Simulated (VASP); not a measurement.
# Rh in VASP: density of states with PBEsol

Aim: the density of states of Rh with PBEsol.

All numbers are computed with VASP 6.6.1; they aren't measurements. Logs are shortened: lines on timing, memory, paths and dates and some standing lists are left out, and cuts for length are marked.

## Step 1: The cell of the first run

The cell holds a slab with vacuum, 2 atoms: a = 2.688 Å, b = 4.337 Å, c = 16.776 Å, α = 90.00°, β = 90.00°, γ = 90.00°.

## Step 2: Density of states, PBEsol

Input file POSCAR:

```
Rh
1.0
    2.6876835183      0.0000000000      0.0000000000
    0.0000000000      4.3368190148      0.0000000000
    0.0000000000      0.0000000000     16.7759000000
Rh
2
Direct
    0.7500000000      0.7500000000      0.4768755358
    0.2500000000      0.2500000000      0.5231244642
```

Input file INCAR.step1:

```
ALGO = Normal
DIPOL = 0.5 0.5 0.500
EDIFF = 1E-7
ENCUT = 520
GGA = PS
IDIPOL = 3
ISIF = 2
ISMEAR = -1
LASPH = True
LCHARG = True
LDIPOL = True
LMAXMIX = 4
LREAL = False
LWAVE = False
NBANDS = 22
NELM = 60
PREC = Accurate
SIGMA = 0.08
```

Input file KPOINTS.step1:

```
k-points
0
Gamma
  15 10 1
```

Input file INCAR.step2:

```
ALGO = Normal
DIPOL = 0.5 0.5 0.500
EDIFF = 1E-7
ENCUT = 520
GGA = PS
ICHARG = 11
IDIPOL = 3
ISIF = 2
ISMEAR = -5
LASPH = True
LCHARG = False
LDIPOL = True
LMAXMIX = 4
LORBIT = 10
LREAL = False
LWAVE = False
NEDOS = 1001
NELM = 60
PREC = Accurate
SIGMA = 0.08
```

Input file KPOINTS.step2:

```
k-points
0
Gamma
  23 15 1
```

Potentials or basis: VASP PAW PBE potentials, release 64 (Rh_pv).

Run with:

```
cat potpaw_PBE.64/Rh_pv/POTCAR > POTCAR
cp INCAR.step1 INCAR
cp KPOINTS.step1 KPOINTS
mpirun -np 1 vasp_std > vasp.out
cp INCAR.step2 INCAR
cp KPOINTS.step2 KPOINTS
mpirun -np 1 vasp_std > vasp.out
```

OUTCAR:

```text
EDIFF = 1E-7
   ENCUT = 520
   GGA = PS
   ICHARG = 11
   ISIF = 2
   ISMEAR = -5
   LASPH = True
   LORBIT = 10
   LREAL = False
   NELM = 60
   PREC = Accurate

 ion  position               nearest neighbor table
   1  0.750  0.750  0.477-   2 2.67   2 2.67   2 2.67   2 2.67
   2  0.250  0.250  0.523-   1 2.67   1 2.67   1 2.67   1 2.67

  LATTYP: Found a simple orthorhombic cell.
 ALAT       =     2.6876835183
 B/A-ratio  =     1.6135899131
 C/A-ratio  =     6.2417691241

  Lattice vectors:

 A1 = (   2.6876835183,   0.0000000000,   0.0000000000)
 A2 = (   0.0000000000,   4.3368190148,   0.0000000000)
 A3 = (   0.0000000000,   0.0000000000,  16.7759000000)

Analysis of symmetry for initial positions (statically):
=====================================================================
 Subroutine PRICEL returns:
 Original cell was already a primitive cell.

 Routine SETGRP: Setting up the symmetry group for a
 simple orthorhombic supercell.

 Subroutine GETGRP returns: Found  8 space group operations
 (whereof  2 operations were pure point group operations)
 out of a pool of  8 trial point group operations.

The static configuration has the point symmetry S_2 .
 The point group associated with its full space group is D_2h.

Analysis of symmetry for dynamics (positions and initial velocities):
=====================================================================
 Subroutine PRICEL returns:
 Original cell was already a primitive cell.

 Routine SETGRP: Setting up the symmetry group for a
 simple orthorhombic supercell.

 Subroutine GETGRP returns: Found  8 space group operations
 (whereof  2 operations were pure point group operations)
 out of a pool of  8 trial point group operations.

The dynamic configuration has the point symmetry S_2 .
 The point group associated with its full space group is D_2h.

 Subroutine INISYM returns: Found  8 space group operations
 (whereof  2 operations are pure point group operations),
 and found     1 'primitive' translations

----------------------------------------------------------------------------------------

                                     Primitive cell

  volume of cell :     195.5398

  direct lattice vectors                    reciprocal lattice vectors
     2.687683518  0.000000000  0.000000000     0.372067616  0.000000000  0.000000000
     0.000000000  4.336819015  0.000000000     0.000000000  0.230583752  0.000000000
     0.000000000  0.000000000 16.775900000     0.000000000  0.000000000  0.059609321

  length of vectors
     2.687683518  4.336819015 16.775900000     0.372067616  0.230583752  0.059609321

  position of ions in fractional coordinates (direct lattice)
     0.750000000  0.750000000  0.476875536
     0.250000000  0.250000000  0.523124464

  ion indices of the primitive-cell ions
   primitive index   ion index
                 1           1
                 2           2

----------------------------------------------------------------------------------------

 KPOINTS: k-points

Automatic generation of k-mesh.
 Grid dimensions read from file:
 generate k-points for:   23   15    1

 Generating k-lattice:

  Cartesian coordinates                     Fractional coordinates (reciprocal lattice)
     0.016176853  0.000000000  0.000000000     0.043478261  0.000000000  0.000000000
     0.000000000  0.015372250  0.000000000     0.000000000  0.066666667  0.000000000
     0.000000000  0.000000000  0.059609321     0.000000000  0.000000000  1.000000000

  Length of vectors
     0.016176853  0.015372250  0.059609321

  Shift w.r.t. Gamma in fractional coordinates (k-lattice)
     0.000000000  0.000000000  0.000000000

 TETIRR: Found    979 inequivalent tetrahedra from     2070

 Subroutine IBZKPT returns following result:
 ===========================================

 Found     96 irreducible k-points:

 Following reciprocal coordinates:
            Coordinates               Weight
  0.000000  0.000000  0.000000      1.000000
  0.043478  0.000000  0.000000      2.000000
  0.086957  0.000000  0.000000      2.000000
  0.130435  0.000000  0.000000      2.000000
  0.173913  0.000000  0.000000      2.000000
  0.217391  0.000000  0.000000      2.000000
[... 16 lines left out ...]
  0.434783  0.066667  0.000000      4.000000
  0.478261  0.066667  0.000000      4.000000
 [... further k-points ...]
   k-points           NKPTS =     96   k-points in BZ     NKDIM =     96   number of bands    NBANDS=     19
   number of dos      NEDOS =   1001   number of ions     NIONS =      2
   total plane-waves  NPLWV =  80640
   dimension x,y,z NGX =    20 NGY =   32 NGZ =  126
   dimension x,y,z NGXF=    40 NGYF=   64 NGZF=  252
   ions per type =               2
   NGX,Y,Z   is equivalent  to a cutoff of  12.37, 12.27, 12.49 a.u.
   NGXF,Y,Z  is equivalent  to a cutoff of  24.74, 24.53, 24.97 a.u.
 SYSTEM =  unknown system
   PREC   = accura    normal or accurate (medium, high low for compatibility)
   ISTART =      0    job   : 0-new  1-cont  2-samecut
   ICHARG =     11    charge: 1-file 2-atom 10-const
   ISPIN  =      1    spin polarized calculation?
   LNONCOLLINEAR =      F non collinear calculations
   LSORBIT =      F    spin-orbit coupling
   LASPH  =      T    aspherical Exc in radial PAW
   ENCUT  =  520.0 eV  38.22 Ry    6.18 a.u.   5.00  8.06 31.19*2*pi/ulx,y,z
   NELM   =     60;   NELMIN=  2; NELMDL=  0     # of ELM steps
   EDIFF  = 0.1E-06   stopping-criterion for ELM
   LREAL  =      F    real-space projection
   EDIFFG = 0.1E-05   stopping-criterion for IOM
   NSW    =      0    number of steps for IOM
   IBRION =     -1    ionic relax: 0-MD 1-quasi-New 2-CG
   NFREE  =      0    steps in history (QN), initial steepest desc. (CG)
   ISIF   =      2    stress and relaxation
   ISYM   =      2    0-nonsym 1-usesym 2-fastsym
   POTIM  = 0.5000    time-step for ionic-motion
   TEBEG  =    0.0;   TEEND  =   0.0 temperature during run
   PSTRESS=    0.0 pullay stress
   NELECT =      30.0000    total number of electrons
   NUPDOWN=      -1.0000    fix difference up-down
   EMIN   =  10.00;   EMAX   =-10.00  energy-range for DOS
   EFERMI =   0.00;   METHOD = LEGACY
   ISMEAR =    -5;   SIGMA  =   0.08  broadening in eV -4-tet -1-fermi 0-gaus
   EFERMI_NEDOS =   21; number of points for ismear=-14 and -15
   IALGO  =     38    algorithm
   IMIX   =      4    mixing-type and parameters
     AMIX     =   0.40;   BMIX     =  1.00
     AMIX_MAG =   1.60;   BMIX_MAG =  1.00
  volume/ion in A,a.u.               =      97.77       659.78
  Fermi-wavevector in a.u.,A,eV,Ry     =   0.876402  1.656160 10.450376  0.768081
  Thomas-Fermi vector in A             =   1.996207
   LORBIT       =     10    0 simple, 1 ext, 2 COOP (PROOUT), +10 PAW based schemes
   GGA     = PS    functional components
   LHFCALC =     F    Hartree Fock is set to
   AEXX    =    0.0000 exact exchange contribution
   IVDW    =     0    specifies the selected vdW correction
   LEPSILON=     F    determine dielectric tensor
   LRPA    =     F    only Hartree local field effects (RPA)
 non-spin polarized calculation
 Fermi weights with tetrahedron method with Bloechl corrections
  energy-cutoff  :      520.00
  volume of cell :      195.54
 maximum number of plane-waves:      5332
 NGX is ok and might be reduce to    20

 number of electron      30.0000009 magnetization

 dipolmoment           0.000000      0.000000     -0.000000 electrons x Angstroem

 Free energy of the ion-electron system (eV)
  ---------------------------------------------------
  ext. energy  EPLUGINS =         0.00000000
  ---------------------------------------------------
  free energy    TOTEN  =       -12.45716662 eV

  energy without entropy =      -12.45716662  energy(sigma->0) =      -12.45716662

 E-fermi :  -3.2864     XC(G=0):  -3.1266

 val. band max:       -3.2726325247   @ k =   0.3478   0.1333   0.0000
 cond. band min:      -3.3042205097   @ k =   0.3043   0.2667   0.0000
 fundamental gap:     -0.0315879850
 Fermi energy:        -3.2864309538

 k-point     1 :       0.0000    0.0000    0.0000
  band No.  band energies     occupation
      1     -49.5432      2.00000
      2     -49.1072      2.00000
      3     -49.0243      2.00000
      4     -48.9586      2.00000
      5     -48.7449      2.00000
      6     -48.7406      2.00000
[... 11 lines left out ...]
     18      -1.7090      0.00000
     19       1.4373      0.00000

 k-point     2 :       0.0435    0.0000    0.0000
  band No.  band energies     occupation
      1     -49.5402      2.00000
      2     -49.1140      2.00000
      3     -49.0260      2.00000
      4     -48.9670      2.00000
      5     -48.7439      2.00000
      6     -48.7395      2.00000
[... 11 lines left out ...]
     18      -1.6024      0.00000
     19       1.5899      0.00000

 k-point     3 :       0.0870    0.0000    0.0000
  band No.  band energies     occupation
      1     -49.5311      2.00000
      2     -49.1338      2.00000
      3     -49.0312      2.00000
      4     -48.9916      2.00000
      5     -48.7411      2.00000
      6     -48.7364      2.00000
[... 11 lines left out ...]
     18      -1.3314      0.00000
     19       2.0070      0.00000

 k-point     4 :       0.1304    0.0000    0.0000
  band No.  band energies     occupation
      1     -49.5162      2.00000
      2     -49.1649      2.00000
      3     -49.0398      2.00000
      4     -49.0301      2.00000
      5     -48.7368      2.00000
      6     -48.7319      2.00000
[... 11 lines left out ...]
     18      -0.9647      0.00000
     19       2.3148      0.00000

 k-point     5 :       0.1739    0.0000    0.0000
  band No.  band energies     occupation
      1     -49.4959      2.00000
      2     -49.2044      2.00000
      3     -49.0796      2.00000
      4     -49.0520      2.00000
      5     -48.7314      2.00000
      6     -48.7266      2.00000
[... 11 lines left out ...]
     18      -0.5366      0.00000
     19       2.5790      0.00000
[... 334 lines left out ...]
      2     -49.3413      2.00000
      3     -49.3190      2.00000
      4     -49.1310      2.00000
      5     -48.7075      2.00000
      6     -48.7049      2.00000
[... 11 lines left out ...]
     18       1.6719      0.00000
     19       4.3701      0.00000

 k-point    22 :       0.3913    0.0667    0.0000
  band No.  band energies     occupation
      1     -49.4211      2.00000
      2     -49.3660      2.00000
      3     -49.3219      2.00000
      4     -49.1592      2.00000
      5     -48.7030      2.00000
      6     -48.7012      2.00000
[... 11 lines left out ...]
     18       2.2613      0.00000
     19       4.0751      0.00000

 k-point    23 :       0.4348    0.0667    0.0000
  band No.  band energies     occupation
      1     -49.4342      2.00000
      2     -49.4025      2.00000
      3     -49.2904      2.00000
      4     -49.1898      2.00000
      5     -48.6998      2.00000
      6     -48.6987      2.00000
[... 11 lines left out ...]
     18       2.3415      0.00000
     19       3.5851      0.00000

 k-point    24 :       0.4783    0.0667    0.0000
  band No.  band energies     occupation
      1     -49.4369      2.00000
      2     -49.4264      2.00000
      3     -49.2564      2.00000
      4     -49.2225      2.00000
      5     -48.6979      2.00000
      6     -48.6975      2.00000
[... 11 lines left out ...]
     18       1.4501      0.00000
     19       4.1324      0.00000

 [... further k-points ...]

------------------------ aborting loop because EDIFF is reached ----------------------------------------

 vacuum level on the upper side and lower side of the slab       (xc-potential included)        -0.046        -0.046

  FORCE on cell =-STRESS in cart. coord.  units (eV):
  Direction    XX          YY          ZZ          XY          YZ          ZX
  --------------------------------------------------------------------------------------
  -------------------------------------------------------------------------------------
  Total       -7.1174977     -9.1808347     -2.3507637     -0.0000000      0.0000000      0.0000000
  in kB      -58.3180056    -75.2241854    -19.2612427     -0.0000000      0.0000000      0.0000000
  external PRESSURE =     -50.9344779 kB  Pullay stress =       0.0000000 kB

 VOLUME and BASIS-vectors are now :
 -----------------------------------------------------------------------------
  energy-cutoff  :      520.00
  volume of cell :      195.54
      direct lattice vectors                 reciprocal lattice vectors
     2.687683518  0.000000000  0.000000000     0.372067616  0.000000000  0.000000000
     0.000000000  4.336819015  0.000000000     0.000000000  0.230583752  0.000000000
     0.000000000  0.000000000 16.775900000     0.000000000  0.000000000  0.059609321

 POSITION                                       TOTAL-FORCE (eV/Angst)
 -----------------------------------------------------------------------------------
      2.01576      3.25261      8.00002         0.000000      0.000000      0.318113
      0.67192      1.08420      8.77588        -0.000000      0.000000     -0.318113
 -----------------------------------------------------------------------------------
    total drift:                                0.000000     -0.000000     -0.000000

  FREE ENERGIE OF THE ION-ELECTRON SYSTEM (eV)
  ---------------------------------------------------
  free  energy   TOTEN  =       -12.4571666185 eV

  energy  without entropy=      -12.4571666185  energy(sigma->0) =      -12.45716662

 vacuum level on the upper side and lower side of the slab         2.388         2.388

 total charge

# of ion       s       p       d       tot
------------------------------------------
    1        0.400   6.143   7.015  13.558
    2        0.400   6.143   7.015  13.558
--------------------------------------------------
tot          0.800  12.286  14.031  27.117
```

Wall time 5.6 min (1 thread of Intel Xeon Platinum 8259CL at 2.50GHz (Skylake/Cascade Lake), shared host); peak memory 0.45 GiB.

Results:

```
Valence electrons inside the program's atomic spheres : Rh 13.56
```

Levels at points of the mesh, in eV from the Fermi level:
```csv
k point,band 12,band 13,band 14,band 15,band 16,band 17,band 18,band 19
"(0.00, 0.00, 0.00)",-1.45,-1.08,-1.06,-0.01,0.15,1.19,1.58,4.72
```

Caveat: the PAW data sets were made with another functional, which shifts forces and pressure a little; tetrahedron occupations give inexact forces and stress in metals.
